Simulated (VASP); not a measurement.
Runs of VASP 6.6.1 on VSi (zincblende type). The structure is that of space group F-43m (No. 216), or close to it. The cells are those of the table. 

```tsv
task	cell	cutoff (eV)	k mesh for the DOS	occupations for the DOS	gap on the mesh (eV)	pressure (GPa)	moment (μB)
electric field gradients	a = 3.910 Å, angles 60.0°, 2 atoms	520	-	-	none	(a)	0.55
density of states	a = 3.910 Å, angles 60.0°, 2 atoms	520	17 × 17 × 17	tetrahedron	-	-	0.55
single point	a = 3.910 Å, angles 60.0°, 2 atoms	520	-	-	none	0.0	0.55
relaxation of cell and atoms	relaxed from a = 3.971 Å, angles 60.0°, 2 atoms	600	-	-	none	0.0	0.56
```

Alike in all rows: level PBE; potentials or basis VASP PAW PBE potentials, release 64 (V_sv, Si); spin collinear, ferromagnetic start; k mesh 11 × 11 × 11; smearing fermi-dirac 0.05 eV.

Task: Estimate the missing entries.

Result: (a) 0.1.

Caveats: tetrahedron occupations give inexact forces and stress in metals (some runs).

A gap of «none» marks levels without a gap at the run's occupations.
